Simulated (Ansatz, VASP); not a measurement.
# Two plane-wave programs on InAs

The input INCAR:

```
PREC = Accurate ; ENCUT = 520
EDIFF = 1E-6 ; ISMEAR = 0
SIGMA = 0.15 ; LREAL = F
LASPH = T ; NELM = 100
ALGO = Normal ; ISIF = 2
LWAVE = F ; LCHARG = F
GGA = PE ; NBANDS = 16
```

File KPOINTS:

```
regular mesh
0
Gamma
  16 16 16
```

File POSCAR:

```
InAs
1.0
    0.0000000000      3.1397803528      3.1397803528
    3.1397803528      0.0000000000      3.1397803528
    3.1397803528      3.1397803528      0.0000000000
In As
1 1
Direct
    0.0000000000      0.0000000000      0.0000000000
    0.7500000000      0.7500000000      0.7500000000
```

Input for Ansatz:

```yaml
crystal:
  lattice:
    - [0.0, 3.1397803528, 3.1397803528]
    - [3.1397803528, 0.0, 3.1397803528]
    - [3.1397803528, 3.1397803528, 0.0]
  atoms:
    - { symbol: In, position: [0.0, 0.0, 0.0] }
    - { symbol: As, position: [0.75, 0.75, 0.75] }
basis:
  ecutwfc: 420
kpoints:
  mp_grid: { grid: [16, 16, 16] }
hamiltonian:
  xc: pbe
scf:
  occupations: { method: gaussian, width: 0.15 }
output:
  forces: true
  stress: true
  eigenvalues: true
  write_density: true
  write_potential: true
  elf: true
  volumetric_format: npy
```

Change from the starting cell: strain +0.015 along x and y, +0.015 along z, atoms carried along.

Alike in both runs: task single point; functional PBE; k mesh 16 × 16 × 16; occupations gaussian, width 0.15 eV; no spin polarisation.

|  | VASP | Ansatz |
| --- | --- | --- |
| version | VASP 6.6.1 | Ansatz 0.2.0 |
| potentials or method | VASP PAW PBE potentials, release 64 (In_d, As), cutoff 520 eV | scalar-relativistic, plane waves, PAW |
| valence electrons in the cell | 18 | 28 |

```csv
,VASP,Ansatz,Ansatz less VASP
gap on the k mesh at the Fermi level (eV),none,none,-
pressure (GPa),-1.9,-2.0,-0.03
```

A gap of «none» marks a metal or a gap that the smearing closes. With one functional, cell and mesh, what is left measures potentials, basis and numerics. VASP's potentials hold 18 valence electrons a cell and Ansatz's 28, so a difference there can come from the potentials and not from the codes.
